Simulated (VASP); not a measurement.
Runs of VASP 6.6.1 on Mn. The structure is that of space group Im-3m (No. 229), or close to it. The cells are those of the table. This isn't the form of Mn at room conditions, which is a 58-atom cubic cell.

```tsv
task	level	U	cell	k mesh	cutoff (eV)	smearing	gap on the mesh (eV)	pressure (GPa)	moment (μB)
single point	RPBE	-	a = 2.413 Å, angles 109.5°, 1 atom	10 × 10 × 10	500	gaussian 0.1 eV	none	6.3	0.59
single point	PBE	-	a = 2.413 Å, angles 109.5°, 1 atom	8 × 8 × 8	500	methfessel-paxton 0.13 eV	none	0.7	0.69
single point	PBE	-	a = 2.413 Å, angles 109.5°, 1 atom	8 × 8 × 8	500	tetrahedron	none	3.6	0.94
single point	revPBE+D3(BJ)	-	a = 2.413 Å, angles 109.5°, 1 atom	10 × 10 × 10	500	gaussian 0.1 eV	none	-6.4	(a)
single point	PBE+U	Mn d U = 3.5 eV	a = 2.413 Å, angles 109.5°, 1 atom	8 × 8 × 8	500	gaussian 0.1 eV	none	7.0	1.01
single point	PBE	-	a = 2.413 Å, angles 109.5°, 1 atom	8 × 8 × 8	500	gaussian 0.1 eV	none	0.9	0.70
single point	PBE+D3(BJ)	-	a = 2.413 Å, angles 109.5°, 1 atom	4 × 9 × 2	500	gaussian 0.1 eV	none	-0.1	1.28
single point	PBE+D3(BJ)+U	Mn d U = 3.6 eV	a = 2.491 Å, angles 109.5°, 1 atom	8 × 8 × 8	500	gaussian 0.1 eV	none	-0.6	0.43
relaxation of the atoms	PBEsol	-	atoms relaxed from a = 2.413 Å, angles 109.5°, 1 atom	2 × 2 × 2, shifted	450	fermi-dirac 0.0861733 eV	none	13.8	0.52
single point	PBE	-	a = 2.413 Å, angles 109.5°, 1 atom	6 × 9 × 6	500	gaussian 0.1 eV	none	2.6	(b)
```

Alike in all rows: potentials or basis VASP PAW PBE potentials, release 64 (Mn_pv); spin collinear, ferromagnetic start.

Q: Fill in the values left out.

A: (a) 0.55; (b) 0.84.

Caveats: some runs use coarse meshes; the PAW data sets were made with another functional, which shifts forces and pressure a little (at least some runs); the U is typed as a test and isn't derived for this compound (at least some runs); the cell stands under pressure (at least some runs); tetrahedron occupations give inexact forces and stress in metals (at least some runs); the cell stands under tension (at least some runs).

A gap of «none» marks levels without a gap at the run's occupations.
